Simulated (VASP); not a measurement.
## HfBi2O2: single point with PBE

Crystal: HfBi2O2.

```
Hf Bi O
1.0
     4.01992    0.00000    0.00000
    -2.00996    3.48135    0.00000
     0.00000    0.00000    8.15882
Hf Bi O
1 2 2
Direct
  0.33333 0.66667 0.50000
  0.00000 0.00000 0.81425
  0.00000 0.00000 0.18575
  0.66667 0.33333 0.31537
  0.66667 0.33333 0.68463
```

The cell was generated, and may not be a known phase.

```yaml
Program: VASP 6.6.1
Task: single point
Functional: PBE
Potentials_or_basis: VASP PAW PBE potentials, release 64 (Hf_pv, Bi_d, O)
Cutoff: 520 eV
k_mesh: 6 × 6 × 2
Occupations: gaussian, width 0.1 eV
Spin: no spin polarisation
```

- Pressure: -9.3 GPa
- Largest force: 1.680 eV/Å
- Band gap on the k mesh: zero (bands 26 and 27 overlap by 1.06 eV)

Forces in eV/Å, atoms in the order of the input:
```
Hf   0.000  0.000  0.000
Bi   0.000  0.000 -1.680
Bi   0.000  0.000  1.680
O    0.000  0.000  1.360
O    0.000  0.000 -1.360
```

Stress tensor (GPa, compression positive):
```
-11.16   0.00   0.00
  0.00 -11.16   0.00
  0.00   0.00  -5.53
```

Levels at points of the mesh, in eV from the Fermi level:
```
           k point  band 22  band 23  band 24  band 25  band 26  band 27  band 28  band 29  band 30  band 31
(0.00, 0.00, 0.00)    -3.91    -3.12    -2.69     0.30     0.54     0.54     1.07     1.07     1.53     1.53
(0.50, 0.00, 0.00)    -4.28    -2.79    -2.46    -0.72    -0.68     0.71     1.03     1.45     1.86     1.94
(0.00, 0.00, 0.50)    -3.94    -2.79    -2.56    -0.41     0.19     0.19     0.33     1.11     1.11     2.70
(0.50, 0.00, 0.50)    -4.06    -3.66    -1.99    -1.33     0.02     0.11     1.45     1.63     1.71     1.94
```

Wall time 58 s on 1 thread of Intel(R) Xeon(R) Platinum 8259CL CPU @ 2.50GHz (Skylake/Cascade Lake) (shared host), peak memory 0.25 GiB.

Caveat: the k points lie up to 0.39 Å⁻¹ apart, too coarse for converged energies and pressures of a metal; spin-orbit coupling is left out, which moves the levels of the heavy elements; forces of over 1 eV/Å act on the atoms, so gaps and moduli don't describe the material at rest.
